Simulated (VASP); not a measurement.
# Br (Cmce) in VASP: a series of runs, part 2 of 2

VASP 6.6.1.

## Step 3: Relaxation of cell and atoms, RPBE

This run uses another cell than the first one, of 31.89 Å³/atom.

INCAR

```
SYSTEM = Br
ALGO = Normal
EDIFF = 1E-7
EDIFFG = -0.01
ENCUT = 600
GGA = RP
IBRION = 2
ISIF = 3
ISMEAR = -1
LASPH = .TRUE.
LCHARG = .FALSE.
LREAL = .FALSE.
LWAVE = .FALSE.
NELM = 80
NSW = 80
PREC = Accurate
SIGMA = 0.05
```

KPOINTS

```
k-points
0
G
  5 5 2
  0 0 0
```

POSCAR

```
Br
1.0
    3.2836000000     -2.2339000000      0.0000000000
    3.2836000000      2.2339000000      0.0000000000
    0.0000000000      0.0000000000      8.6938000000
Br
4
Direct
    0.8610000000      0.1390000000      0.1114000000
    0.6390000000      0.3610000000      0.6114000000
    0.1390000000      0.8610000000      0.8886000000
    0.3610000000      0.6390000000      0.3886000000
```

Potentials or basis: VASP PAW PBE potentials, release 64 (Br).

Started as:

```
$ cat potpaw_PBE.64/Br/POTCAR > POTCAR
$ mpirun -np 1 vasp_std > vasp.out
```

OUTCAR:

```text
SYSTEM = Br
   EDIFF = 1E-7
   EDIFFG = -0.01
   ENCUT = 600
   GGA = RP
   IBRION = 2
   ISIF = 3
   ISMEAR = -1
   LASPH = .TRUE.
   LREAL = .FALSE.
   NELM = 80
   NSW = 80
   PREC = Accurate

 ion  position               nearest neighbor table
   1  0.861  0.139  0.111-   3 2.30
   2  0.639  0.361  0.611-   4 2.30
   3  0.139  0.861  0.889-   1 2.30
   4  0.361  0.639  0.389-   2 2.30

  LATTYP: Found a base centered orthorhombic cell.
 ALAT       =     4.4678000000
 B/A-ratio  =     1.4698956981
 C/A-ratio  =     1.9458794037

  Lattice vectors:

 A1 = (  -3.2836000000,  -2.2339000000,   0.0000000000)
 A2 = (   3.2836000000,  -2.2339000000,   0.0000000000)
 A3 = (   0.0000000000,   0.0000000000,   8.6938000000)

Analysis of symmetry for initial positions (statically):
=====================================================================
 Subroutine PRICEL returns:
 Original cell was already a primitive cell.

 Routine SETGRP: Setting up the symmetry group for a
 base centered orthorhombic supercell.

 Subroutine GETGRP returns: Found  8 space group operations
 (whereof  4 operations were pure point group operations)
 out of a pool of  8 trial point group operations.

The static configuration has the point symmetry C_2h.
 The point group associated with its full space group is D_2h.

Analysis of symmetry for dynamics (positions and initial velocities):
=====================================================================
 Subroutine PRICEL returns:
 Original cell was already a primitive cell.

 Routine SETGRP: Setting up the symmetry group for a
 base centered orthorhombic supercell.

 Subroutine GETGRP returns: Found  8 space group operations
 (whereof  4 operations were pure point group operations)
 out of a pool of  8 trial point group operations.

The dynamic configuration has the point symmetry C_2h.
 The point group associated with its full space group is D_2h.

 Subroutine INISYM returns: Found  8 space group operations
 (whereof  4 operations are pure point group operations),
 and found     1 'primitive' translations

----------------------------------------------------------------------------------------

                                     Primitive cell

  volume of cell :     127.5421

  direct lattice vectors                    reciprocal lattice vectors
     3.283600000 -2.233900000  0.000000000     0.152271897 -0.223823806  0.000000000
     3.283600000  2.233900000  0.000000000     0.152271897  0.223823806  0.000000000
     0.000000000  0.000000000  8.693800000     0.000000000  0.000000000  0.115024500

  length of vectors
     3.971440314  3.971440314  8.693800000     0.270709857  0.270709857  0.115024500

  position of ions in fractional coordinates (direct lattice)
     0.861000000  0.139000000  0.111400000
     0.639000000  0.361000000  0.611400000
     0.139000000  0.861000000  0.888600000
     0.361000000  0.639000000  0.388600000

  ion indices of the primitive-cell ions
   primitive index   ion index
                 1           1
                 2           2
                 3           3
                 4           4

----------------------------------------------------------------------------------------

 KPOINTS: k-points

Automatic generation of k-mesh.
 Grid dimensions read from file:
[... 46 lines left out ...]
   NGX,Y,Z   is equivalent  to a cutoff of  13.40, 13.40, 13.39 a.u.
   NGXF,Y,Z  is equivalent  to a cutoff of  26.79, 26.79, 26.77 a.u.
 SYSTEM =  Br
   PREC   = accura    normal or accurate (medium, high low for compatibility)
   ISTART =      0    job   : 0-new  1-cont  2-samecut
   ICHARG =      2    charge: 1-file 2-atom 10-const
   ISPIN  =      1    spin polarized calculation?
   LNONCOLLINEAR =      F non collinear calculations
   LSORBIT =      F    spin-orbit coupling
   LASPH  =      T    aspherical Exc in radial PAW
   ENCUT  =  600.0 eV  44.10 Ry    6.64 a.u.   7.93  7.93 17.36*2*pi/ulx,y,z
   NELM   =     80;   NELMIN=  2; NELMDL= -5     # of ELM steps
   EDIFF  = 0.1E-06   stopping-criterion for ELM
   LREAL  =      F    real-space projection
   EDIFFG = -.1E-01   stopping-criterion for IOM
   NSW    =     80    number of steps for IOM
   IBRION =      2    ionic relax: 0-MD 1-quasi-New 2-CG
   NFREE  =      1    steps in history (QN), initial steepest desc. (CG)
   ISIF   =      3    stress and relaxation
   ISYM   =      2    0-nonsym 1-usesym 2-fastsym
   POTIM  = 0.5000    time-step for ionic-motion
   TEBEG  =    0.0;   TEEND  =   0.0 temperature during run
   PSTRESS=    0.0 pullay stress
   NELECT =      28.0000    total number of electrons
   NUPDOWN=      -1.0000    fix difference up-down
   EMIN   =  10.00;   EMAX   =-10.00  energy-range for DOS
   EFERMI =   0.00;   METHOD = LEGACY
   ISMEAR =    -1;   SIGMA  =   0.05  broadening in eV -4-tet -1-fermi 0-gaus
   EFERMI_NEDOS =   21; number of points for ismear=-14 and -15
   IALGO  =     38    algorithm
   IMIX   =      4    mixing-type and parameters
     AMIX     =   0.40;   BMIX     =  1.00
     AMIX_MAG =   1.60;   BMIX_MAG =  1.00
  volume/ion in A,a.u.               =      31.89       215.17
  Fermi-wavevector in a.u.,A,eV,Ry     =   0.987589  1.866273 13.270202  0.975332
  Thomas-Fermi vector in A             =   2.119054
   LORBIT       =      0    0 simple, 1 ext, 2 COOP (PROOUT), +10 PAW based schemes
   GGA     = RP    functional components
   LHFCALC =     F    Hartree Fock is set to
   AEXX    =    0.0000 exact exchange contribution
   IVDW    =     0    specifies the selected vdW correction
   LEPSILON=     F    determine dielectric tensor
   LRPA    =     F    only Hartree local field effects (RPA)
 conjugate gradient relaxation of ions
 non-spin polarized calculation
  energy-cutoff  :      600.00
  volume of cell :      127.54
 maximum number of plane-waves:      4279
   NGX = 15   NGY = 15   NGZ = 35

--------------------------------------- Ionic step        1  -------------------------------------------

 number of electron      28.0000005 magnetization

 Free energy of the ion-electron system (eV)
  ---------------------------------------------------
  ext. energy  EPLUGINS =         0.00000000
  ---------------------------------------------------
  free energy    TOTEN  =        -5.35448772 eV

  energy without entropy =       -5.35448771  energy(sigma->0) =       -5.35448771

------------------------ aborting loop because EDIFF is reached ----------------------------------------

  FORCE on cell =-STRESS in cart. coord.  units (eV):
  Direction    XX          YY          ZZ          XY          YZ          ZX
  --------------------------------------------------------------------------------------
  -------------------------------------------------------------------------------------
  Total        2.8681307      2.8092403      3.8631931      0.0000000      0.0000000      0.0000000
  in kB       36.0293063     35.2895285     48.5292276      0.0000000      0.0000000      0.0000000
  external PRESSURE =      39.9493541 kB  Pullay stress =       0.0000000 kB
[... 95 lines left out ...]
  FREE ENERGIE OF THE ION-ELECTRON SYSTEM (eV)
  ---------------------------------------------------
  free  energy   TOTEN  =        -5.4896619243 eV

  energy  without entropy=       -5.4896617367  energy(sigma->0) =       -5.48966183

 E-fermi :   0.0670     XC(G=0):  -7.3375

 val. band max:       -0.7291454628   @ k =   0.0000   0.0000   0.0000
 cond. band min:       0.8075994940   @ k =   0.0000   0.0000   0.0000
 fundamental gap:      1.5367449568
 Fermi energy:         0.0669728991

 k-point     1 :       0.0000    0.0000    0.0000
  band No.  band energies     occupation
      1     -16.0213      2.00000
      2     -15.6811      2.00000
      3     -13.8011      2.00000
      4     -13.1734      2.00000
      5      -5.1832      2.00000
      6      -4.2586      2.00000
[... 355 lines left out ...]
      5      -4.8327      2.00000
      6      -4.8327      2.00000
[... 10 lines left out ...]
     17       7.9471      0.00000
     18       7.9471      0.00000

[... ionic steps 4 to 35 ...]

--------------------------------------- Ionic step       36  -------------------------------------------

 number of electron      27.9999986 magnetization

------------------------ aborting loop because EDIFF is reached ----------------------------------------
[... 71 lines left out ...]
--------------------------------------- Ionic step       38  -------------------------------------------

 number of electron      27.9999983 magnetization

 Free energy of the ion-electron system (eV)
  ---------------------------------------------------
  ext. energy  EPLUGINS =         0.00000000
  ---------------------------------------------------
  free energy    TOTEN  =        -5.86479125 eV

  energy without entropy =       -5.86479123  energy(sigma->0) =       -5.86479124

 E-fermi :  -1.9995     XC(G=0):  -5.6650

 val. band max:       -2.8790116290   @ k =   0.4000   0.4000   0.0000
 cond. band min:      -1.1595246572   @ k =   0.0000   0.0000   0.0000
 fundamental gap:      1.7194869718
 Fermi energy:        -1.9995017757

 k-point     1 :       0.0000    0.0000    0.0000
  band No.  band energies     occupation
      1     -18.1480      2.00000
      2     -17.9643      2.00000
      3     -15.6710      2.00000
      4     -15.3047      2.00000
      5      -7.2565      2.00000
      6      -6.6597      2.00000
[... 398 lines left out ...]
  FREE ENERGIE OF THE ION-ELECTRON SYSTEM (eV)
  ---------------------------------------------------
  free  energy   TOTEN  =        -5.8647912482 eV

  energy  without entropy=       -5.8647912299  energy(sigma->0) =       -5.86479124

 reached required accuracy - stopping structural energy minimisation
```

Wall time 9.4 min (1 thread of Intel Xeon 6975P-C (Granite Rapids), shared host); peak memory 0.27 GiB.

Results:

* Free energy: -5.8648 eV
* Relaxed volume: 55.12 Å³/atom
* Relaxed cell: a = 5.440 Å, b = 5.440 Å, c = 9.150 Å, α = 90.00°, β = 90.00°, γ = 54.52°
* Space group after relaxing (to 0.1 Å): Cmce (No. 64)
* Energy gained by relaxing: 127.6 meV/atom
* Ionic steps: 38
* Pressure after relaxing: 0.0 GPa
* Largest force after relaxing: 0.007 eV/Å
* Band gap on the k mesh: 1.72 eV (least direct gap 1.73 eV)

Forces on the atoms (eV/Å):
```
Br   0.000  0.005  0.005
Br   0.000 -0.005  0.005
Br   0.000 -0.005 -0.005
Br   0.000  0.005 -0.005
```

The path:
| step | energy change (eV) | largest force (eV/Å) | pressure (GPa) | volume (Å³) |
| --- | --- | --- | --- | --- |
| 1 | 0.0000 | 0.7249 | 3.99 | 127.54 |
| 2 | -0.0922 | 0.8486 | -0.67 | 142.78 |
| 3 | -0.1352 | 0.4039 | 0.74 | 136.70 |
| 4 | -0.2329 | 0.3360 | 0.55 | 143.27 |
| 5 | -0.4121 | 0.0973 | 0.40 | 163.67 |
| 6 | -0.4697 | 0.6793 | 0.93 | 207.60 |
| 7 | -0.5056 | 0.0186 | 0.00 | 223.33 |
| 8 | -0.5056 | 0.0221 | 0.00 | 223.22 |
| 9 | -0.5058 | 0.0190 | 0.00 | 222.81 |
| 10 | -0.5063 | 0.0116 | -0.01 | 221.59 |
| 11 | -0.5070 | 0.0212 | -0.04 | 219.14 |
| 12 | -0.5076 | 0.0634 | -0.09 | 214.28 |
| 13 | -0.5077 | 0.0556 | -0.08 | 213.85 |
| 14 | -0.5080 | 0.0341 | -0.04 | 212.56 |
| 15 | -0.5081 | 0.0196 | 0.03 | 209.99 |
| 16 | -0.5081 | 0.0135 | 0.01 | 210.89 |
| 17 | -0.5081 | 0.0133 | 0.01 | 210.94 |
| 18 | -0.5082 | 0.0130 | 0.01 | 211.10 |
| 19 | -0.5084 | 0.0134 | 0.01 | 211.43 |
| 20 | -0.5086 | 0.0169 | 0.02 | 212.07 |
| 21 | -0.5090 | 0.0291 | 0.03 | 213.37 |
| 22 | -0.5093 | 0.0574 | 0.07 | 215.95 |
| 23 | -0.5094 | 0.0541 | 0.06 | 216.08 |
| 24 | -0.5095 | 0.0449 | 0.05 | 216.44 |
| 25 | -0.5097 | 0.0266 | 0.02 | 217.18 |
| 26 | -0.5098 | 0.0111 | -0.03 | 218.66 |
| 27 | -0.5098 | 0.0070 | -0.02 | 218.47 |
| 28 | -0.5098 | 0.0053 | -0.02 | 218.38 |
| 29 | -0.5098 | 0.0062 | -0.02 | 218.43 |
| 30 | -0.5098 | 0.0057 | -0.02 | 218.47 |
| 31 | -0.5098 | 0.0045 | -0.02 | 218.61 |
| 32 | -0.5099 | 0.0028 | -0.02 | 218.88 |
| 33 | -0.5100 | 0.0057 | -0.01 | 219.43 |
| 34 | -0.5101 | 0.0156 | 0.00 | 220.52 |
| 35 | -0.5101 | 0.0052 | -0.03 | 220.82 |
| 36 | -0.5101 | 0.0060 | -0.03 | 220.83 |
| 37 | -0.5102 | 0.0029 | -0.02 | 220.75 |
| 38 | -0.5103 | 0.0068 | -0.01 | 220.49 |

Final structure:
```
Br
1.0
     4.83580   -2.49145    0.00000
     4.83580    2.49145    0.00000
     0.00000    0.00000    9.15042
Br
4
Direct
  0.88358 0.11642 0.11140
  0.61642 0.38358 0.61140
  0.11642 0.88358 0.88860
  0.38358 0.61642 0.38860
```

Caveat: the volume moved by over 15 % at a fixed basis, so the end points are rough; this functional lacks dispersion, which holds the molecules together, so the pressure and a relaxed volume are unreliable; the PAW data sets were made with another functional, which shifts forces and pressure a little; an odd mesh through Γ misses points on the zone boundary, where band edges can lie.
